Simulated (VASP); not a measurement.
# Si4C (P-6m2) in VASP: further runs

Runs on Si4C. Level: PBE. Tasks: single point, relaxation of cell and atoms.

Program: VASP 6.6.1. These are calculated values, not measurements. Logs are shortened: lines on timing, memory, paths and dates and some standing lists are left out, and cuts for length are marked.

### Step 1. The cell of the first run

It takes space group P-6m2 (No. 187, hexagonal). The conventional cell has a = 3.079 Å, b = 3.079 Å, c = 17.023 Å, α = 90.00°, β = 90.00°, γ = 120.00°. Within 2.5 Å of Si (site symmetry 3m) lie 1 C at 1.92 Å. Within 3.4 Å of Si (site symmetry -6m2) lie 12 Si at 2.55 to 3.08 Å. Within 2.5 Å of Si (site symmetry 3m) lie 3 C at 1.88 Å and 1 Si at 2.38 Å. Within 3.3 Å of Si (site symmetry 3m) lie 12 Si at 2.50 to 3.08 Å. Si (site symmetry -6m2) has 8 Si at 2.38 to 3.08 Å within 3.1 Å. Within 2.5 Å of C (site symmetry 3m) lie 4 Si at 1.88 to 1.92 Å.

### Step 2. Single point, PBE, collinear spin, ferromagnetic start

Input file INCAR:

```
  ALGO = Normal
  EDIFF = 1E-6
  ENCUT = 520
  GGA = PE
  ISIF = 2
  ISMEAR = 0
  ISPIN = 2
  LASPH = True
  LCHARG = False
  LORBIT = 11
  LREAL = False
  LWAVE = False
  MAGMOM = 0 0 0 0 0 0 0 0 1 1
  NBANDS = 35
  NELM = 150
  PREC = Accurate
  SIGMA = 0.1
```

Input file KPOINTS:

```
k-points
0
Gamma
  6 6 1
```

Input file POSCAR:

```
Si4C
1.0
    3.0788488266      0.0000000000      0.0000000000
   -1.5394244133      2.6663612983      0.0000000000
    0.0000000000      0.0000000000     17.0232757277
Si C
8 2
Direct
    0.3333333333      0.6666666667      0.7886444536
    0.3333333333      0.6666666667      0.0000000000
    0.3333333333      0.6666666667      0.2113555464
    0.6666666667      0.3333333333      0.6397859310
    0.6666666667      0.3333333333      0.8922127749
    0.6666666667      0.3333333333      0.1077872251
    0.6666666667      0.3333333333      0.3602140690
    0.6666666667      0.3333333333      0.5000000000
    0.3333333333      0.6666666667      0.6757028873
    0.3333333333      0.6666666667      0.3242971127
```

Potentials or basis: VASP PAW PBE potentials, release 64 (Si, C).

On the command line:

```bash
$ cat potpaw_PBE.64/Si/POTCAR potpaw_PBE.64/C/POTCAR > POTCAR
$ mpirun -np 1 vasp_std > vasp.out
```

OUTCAR:

```text
EDIFF = 1E-6
   ENCUT = 520
   GGA = PE
   ISIF = 2
   ISMEAR = 0
   ISPIN = 2
   LASPH = True
   LORBIT = 11
   LREAL = False
   NELM = 150
   PREC = Accurate

 ion  position               nearest neighbor table
   1  0.333  0.667  0.789-   9 1.92   5 2.50   5 2.50   5 2.50   4 3.10   4 3.10   4 3.10
   2  0.333  0.667  0.000-   5 2.55   6 2.55   5 2.55   6 2.55   5 2.55   6 2.55
   3  0.333  0.667  0.211-  10 1.92   6 2.50   6 2.50   6 2.50   7 3.10   7 3.10   7 3.10
   4  0.667  0.333  0.640-   9 1.88   9 1.88   9 1.88   8 2.38   1 3.10   1 3.10   1 3.10
   5  0.667  0.333  0.892-   1 2.50   1 2.50   1 2.50   2 2.55   2 2.55   2 2.55
   6  0.667  0.333  0.108-   3 2.50   3 2.50   3 2.50   2 2.55   2 2.55   2 2.55
   7  0.667  0.333  0.360-  10 1.88  10 1.88  10 1.88   8 2.38   3 3.10   3 3.10   3 3.10
   8  0.667  0.333  0.500-   4 2.38   7 2.38
   9  0.333  0.667  0.676-   4 1.88   4 1.88   4 1.88   1 1.92
  10  0.333  0.667  0.324-   7 1.88   7 1.88   7 1.88   3 1.92

  LATTYP: Found a hexagonal cell.
 ALAT       =     3.0788488266
 C/A-ratio  =     5.5291041186

  Lattice vectors:

 A1 = (   3.0788488266,   0.0000000000,   0.0000000000)
 A2 = (  -1.5394244133,   2.6663612983,   0.0000000000)
 A3 = (   0.0000000000,   0.0000000000,  17.0232757277)

Analysis of symmetry for initial positions (statically):
=====================================================================
 Subroutine PRICEL returns:
 Original cell was already a primitive cell.

 Routine SETGRP: Setting up the symmetry group for a
 hexagonal supercell.

 Subroutine GETGRP returns: Found 12 space group operations
 (whereof 12 operations were pure point group operations)
 out of a pool of 24 trial point group operations.

The static configuration has the point symmetry D_3h.

Analysis of symmetry for dynamics (positions and initial velocities):
=====================================================================
 Subroutine PRICEL returns:
 Original cell was already a primitive cell.

 Routine SETGRP: Setting up the symmetry group for a
 hexagonal supercell.

 Subroutine GETGRP returns: Found 12 space group operations
 (whereof 12 operations were pure point group operations)
 out of a pool of 24 trial point group operations.

The dynamic configuration has the point symmetry D_3h.

Analysis of structural, dynamic, and magnetic symmetry:
=====================================================================
 Subroutine PRICEL returns:
 Original cell was already a primitive cell.

 Routine SETGRP: Setting up the symmetry group for a
 hexagonal supercell.

 Subroutine GETGRP returns: Found 12 space group operations
 (whereof 12 operations were pure point group operations)
 out of a pool of 24 trial point group operations.

The overall configuration has the point symmetry D_3h.

 Subroutine INISYM returns: Found 12 space group operations
 (whereof 12 operations are pure point group operations),
 and found     1 'primitive' translations

----------------------------------------------------------------------------------------

                                     Primitive cell

  volume of cell :     139.7496

  direct lattice vectors                    reciprocal lattice vectors
     3.078848827  0.000000000  0.000000000     0.324796720  0.187521474  0.000000000
    -1.539424413  2.666361298  0.000000000     0.000000000  0.375042947  0.000000000
     0.000000000  0.000000000 17.023275728     0.000000000  0.000000000  0.058743101

  length of vectors
     3.078848827  3.078848827 17.023275728     0.375042947  0.375042947  0.058743101

  position of ions in fractional coordinates (direct lattice)
     0.333333333  0.666666667  0.788644454
     0.333333333  0.666666667  0.000000000
     0.333333333  0.666666667  0.211355546
     0.666666667  0.333333333  0.639785931
     0.666666667  0.333333333  0.892212775
     0.666666667  0.333333333  0.107787225
     0.666666667  0.333333333  0.360214069
     0.666666667  0.333333333  0.500000000
     0.333333333  0.666666667  0.675702887
     0.333333333  0.666666667  0.324297113

  ion indices of the primitive-cell ions
   primitive index   ion index
                 1           1
                 2           2
                 3           3
                 4           4
                 5           5
[... 53 lines left out ...]
   ISPIN  =      2    spin polarized calculation?
   LNONCOLLINEAR =      F non collinear calculations
   LSORBIT =      F    spin-orbit coupling
   LASPH  =      T    aspherical Exc in radial PAW
   ENCUT  =  520.0 eV  38.22 Ry    6.18 a.u.   5.72  5.72 31.65*2*pi/ulx,y,z
   NELM   =    150;   NELMIN=  2; NELMDL= -5     # of ELM steps
   EDIFF  = 0.1E-05   stopping-criterion for ELM
   LREAL  =      F    real-space projection
   EDIFFG = 0.1E-04   stopping-criterion for IOM
   NSW    =      0    number of steps for IOM
   IBRION =     -1    ionic relax: 0-MD 1-quasi-New 2-CG
   NFREE  =      0    steps in history (QN), initial steepest desc. (CG)
   ISIF   =      2    stress and relaxation
   ISYM   =      2    0-nonsym 1-usesym 2-fastsym
   POTIM  = 0.5000    time-step for ionic-motion
   TEBEG  =    0.0;   TEEND  =   0.0 temperature during run
   PSTRESS=    0.0 pullay stress
   NELECT =      40.0000    total number of electrons
   NUPDOWN=      -1.0000    fix difference up-down
   EMIN   =  10.00;   EMAX   =-10.00  energy-range for DOS
   EFERMI =   0.00;   METHOD = LEGACY
   ISMEAR =     0;   SIGMA  =   0.10  broadening in eV -4-tet -1-fermi 0-gaus
   EFERMI_NEDOS =   21; number of points for ismear=-14 and -15
   IALGO  =     38    algorithm
   IMIX   =      4    mixing-type and parameters
     AMIX     =   0.40;   BMIX     =  1.00
     AMIX_MAG =   1.60;   BMIX_MAG =  1.00
  volume/ion in A,a.u.               =      13.97        94.31
  Fermi-wavevector in a.u.,A,eV,Ry     =   1.078892  2.038810 15.837291  1.164008
  Thomas-Fermi vector in A             =   2.214843
   LORBIT       =     11    0 simple, 1 ext, 2 COOP (PROOUT), +10 PAW based schemes
   GGA     = PE    functional components
   LHFCALC =     F    Hartree Fock is set to
   AEXX    =    0.0000 exact exchange contribution
   IVDW    =     0    specifies the selected vdW correction
   LEPSILON=     F    determine dielectric tensor
   LRPA    =     F    only Hartree local field effects (RPA)
 spin polarized calculation
 Gauss-broadening in eV      SIGMA  =   0.10
  energy-cutoff  :      520.00
  volume of cell :      139.75
 maximum number of plane-waves:      3784
 NGX is ok and might be reduce to    24
   NGX = 11   NGY = 11   NGZ = 63

 number of electron      40.0000002 magnetization       0.0159328

 number of electron      40.0000002 magnetization      -0.0032031

 Free energy of the ion-electron system (eV)
  ---------------------------------------------------
  ext. energy  EPLUGINS =         0.00000000
  ---------------------------------------------------
  free energy    TOTEN  =       -58.10219163 eV

  energy without entropy =      -58.08993404  energy(sigma->0) =      -58.09606284

 E-fermi :   8.9378     XC(G=0): -10.8232

 val. band max:        8.9078165340   @ k =   0.5000   0.0000   0.0000
 cond. band min:       9.0234587544   @ k =   0.1667   0.1667   0.0000
 fundamental gap:      0.1156422203
 Fermi energy:         8.9378197575

 spin component 1

 k-point     1 :       0.0000    0.0000    0.0000
  band No.  band energies     occupation
      1      -7.0513      1.00000
      2      -6.9948      1.00000
      3      -4.8219      1.00000
      4      -3.8660      1.00000
      5      -2.6756      1.00000
      6      -1.4320      1.00000
[... 234 lines left out ...]
     31      12.8127      0.00000
     32      14.3609      0.00000
 Fermi energy:         8.9378197575

 spin component 2

 k-point     1 :       0.0000    0.0000    0.0000
  band No.  band energies     occupation
      1      -7.0513      1.00000
      2      -6.9948      1.00000
      3      -4.8230      1.00000
      4      -3.8668      1.00000
      5      -2.6758      1.00000
      6      -1.4322      1.00000
[... 234 lines left out ...]
     31      12.8129      0.00000
     32      14.3609      0.00000
 [bands above 32 left out]

------------------------ aborting loop because EDIFF is reached ----------------------------------------

  FORCE on cell =-STRESS in cart. coord.  units (eV):
  Direction    XX          YY          ZZ          XY          YZ          ZX
  --------------------------------------------------------------------------------------
  -------------------------------------------------------------------------------------
  Total       -0.8659400     -0.8659400      1.3887010      0.0000000      0.0000000     -0.0000000
  in kB       -9.9276823     -9.9276823     15.9209445      0.0000000      0.0000000     -0.0000000
  external PRESSURE =      -1.3114734 kB  Pullay stress =       0.0000000 kB

 VOLUME and BASIS-vectors are now :
 -----------------------------------------------------------------------------
  energy-cutoff  :      520.00
  volume of cell :      139.75
      direct lattice vectors                 reciprocal lattice vectors
     3.078848827  0.000000000  0.000000000     0.324796720  0.187521474  0.000000000
    -1.539424413  2.666361298  0.000000000     0.000000000  0.375042947  0.000000000
     0.000000000  0.000000000 17.023275728     0.000000000  0.000000000  0.058743101

 POSITION                                       TOTAL-FORCE (eV/Angst)
 -----------------------------------------------------------------------------------
     -0.00000      1.77757     13.42531         0.000000      0.000000      0.019603
     -0.00000      1.77757      0.00000        -0.000000      0.000000      0.000000
     -0.00000      1.77757      3.59796         0.000000      0.000000     -0.019603
      1.53942      0.88879     10.89125         0.000000     -0.000000      0.042103
      1.53942      0.88879     15.18838         0.000000      0.000000      0.049711
      1.53942      0.88879      1.83489         0.000000      0.000000     -0.049711
      1.53942      0.88879      6.13202         0.000000     -0.000000     -0.042103
      1.53942      0.88879      8.51164         0.000000      0.000000      0.000000
     -0.00000      1.77757     11.50268        -0.000000      0.000000     -0.132757
     -0.00000      1.77757      5.52060        -0.000000      0.000000      0.132757
 -----------------------------------------------------------------------------------
    total drift:                                0.000000     -0.000000     -0.000000

  FREE ENERGIE OF THE ION-ELECTRON SYSTEM (eV)
  ---------------------------------------------------
  free  energy   TOTEN  =       -58.1021916286 eV

  energy  without entropy=      -58.0899340421  energy(sigma->0) =      -58.09606284

 total charge

# of ion       s       p       d       tot
------------------------------------------
    1        0.792   0.794   0.000   1.586
    2        0.839   0.735   0.000   1.574
    3        0.792   0.794   0.000   1.586
    4        0.722   0.943   0.000   1.665
    5        0.823   0.745   0.000   1.568
    6        0.823   0.745   0.000   1.568
    7        0.722   0.943   0.000   1.665
    8        0.791   0.784   0.000   1.575
    9        0.852   1.661   0.000   2.513
   10        0.852   1.661   0.000   2.513
--------------------------------------------------
tot          8.009   9.805   0.000  17.814

 magnetization (x)

# of ion       s       p       d       tot
------------------------------------------
    1       -0.000  -0.000   0.000  -0.000
    2       -0.000  -0.000   0.000  -0.000
    3       -0.000  -0.000   0.000  -0.000
    4        0.000   0.000   0.000   0.000
    5       -0.000  -0.000   0.000  -0.000
    6       -0.000  -0.000   0.000  -0.000
    7        0.000   0.000   0.000   0.000
    8        0.000   0.000   0.000   0.000
    9        0.000   0.000   0.000   0.000
   10        0.000   0.000   0.000   0.000
--------------------------------------------------
tot         -0.000  -0.000   0.000  -0.000
```

It took 74 s on 1 thread of Intel Xeon 6975P-C (Granite Rapids), shared host; peak memory 0.32 GiB.

Results:

| Quantity | Value |
| --- | --- |
| Free energy | -58.1022 eV |
| Pressure | -0.1 GPa |
| Largest force | 0.133 eV/Å |
| Band gap on the k mesh | zero (filled and empty bands overlap) |
| Net moment | 0.00 μB per cell |
| Valence electrons inside the program's atomic spheres | Si 1.59, 1.57, 1.67; C 2.51 |

Forces on the atoms (eV/Å):
```
Si   0.000  0.000  0.020
Si   0.000  0.000  0.000
Si   0.000  0.000 -0.020
Si   0.000  0.000  0.042
Si   0.000  0.000  0.050
Si   0.000  0.000 -0.050
Si   0.000  0.000 -0.042
Si   0.000  0.000  0.000
C    0.000  0.000 -0.133
C    0.000  0.000  0.133
```

Caveat: the k points lie up to 0.39 Å⁻¹ apart.

### Step 3. Single point, PBE

This run uses another cell than the first one, of 14.24 Å³/atom, 1.019 times its volume.

Input file INCAR:

```
  PREC = Accurate
  ENCUT = 520
  EDIFF = 1E-6
  ISMEAR = 0
  SIGMA = 0.1
  LREAL = F
  LASPH = T
  NELM = 100
  ALGO = Normal
  ISIF = 2
  LWAVE = F
  LCHARG = F
  GGA = PE
  NBANDS = 31
```

Input file KPOINTS:

```
regular mesh
0
Gamma
  12 12 4
```

Input file POSCAR:

```
Si4C
1.0
    3.1948185280      0.0000000000      0.0000000000
   -1.5974092640      2.7667940057      0.0000000000
    0.0000000000      0.0000000000     16.1127968992
Si C
8 2
Direct
    0.3333333333      0.6666666667      0.8019110816
    0.3333333333      0.6666666667      0.0000000000
    0.3333333333      0.6666666667      0.1980889184
    0.6666666667      0.3333333333      0.6462726512
    0.6666666667      0.3333333333      0.8949982417
    0.6666666667      0.3333333333      0.1050017583
    0.6666666667      0.3333333333      0.3537273488
    0.6666666667      0.3333333333      0.5000000000
    0.3333333333      0.6666666667      0.6831969963
    0.3333333333      0.6666666667      0.3168030037
```

Potentials or basis: VASP PAW PBE potentials, release 64 (Si, C).

On the command line:

```bash
$ cat potpaw_PBE.64/Si/POTCAR potpaw_PBE.64/C/POTCAR > POTCAR
$ mpirun -np 1 vasp_std > vasp.out
```

Run time: 3.1 min. Hardware: 1 thread of Intel Xeon 6975P-C (Granite Rapids), shared host; peak memory 0.35 GiB.

It converged, with:

| Item | Value |
| --- | --- |
| Free energy | -58.2119 eV |
| Pressure | -0.1 GPa |
| Largest force | 0.007 eV/Å |
| Band gap on the k mesh | zero (band 20 reaches 11.22 eV, above the bottom of band 21 at 6.72 eV) |

Forces on the atoms (eV/Å):
```
Si   0.000  0.000  0.007
Si   0.000  0.000  0.000
Si   0.000  0.000 -0.007
Si   0.000  0.000 -0.006
Si   0.000  0.000 -0.004
Si   0.000  0.000  0.004
Si   0.000  0.000  0.006
Si   0.000  0.000  0.000
C    0.000  0.000  0.003
C    0.000  0.000 -0.003
```

Levels at points of the mesh, in eV from the Fermi level:
```tsv
k point	band 17	band 18	band 19	band 20	band 21	band 22	band 23	band 24
(0.00, 0.00, 0.00)	1.72	2.19	2.53	2.53	2.54	3.12	3.52	3.85
(0.50, 0.00, 0.00)	-3.01	-2.45	-1.20	-0.95	-0.33	0.61	1.13	1.24
(0.00, 0.00, 0.50)	1.72	1.72	2.52	2.52	2.98	3.11	3.64	3.88
(0.50, 0.00, 0.50)	-3.08	-2.32	-1.20	-1.19	-0.34	0.68	1.39	1.46
```

(Part 1 of 2 ends here.)
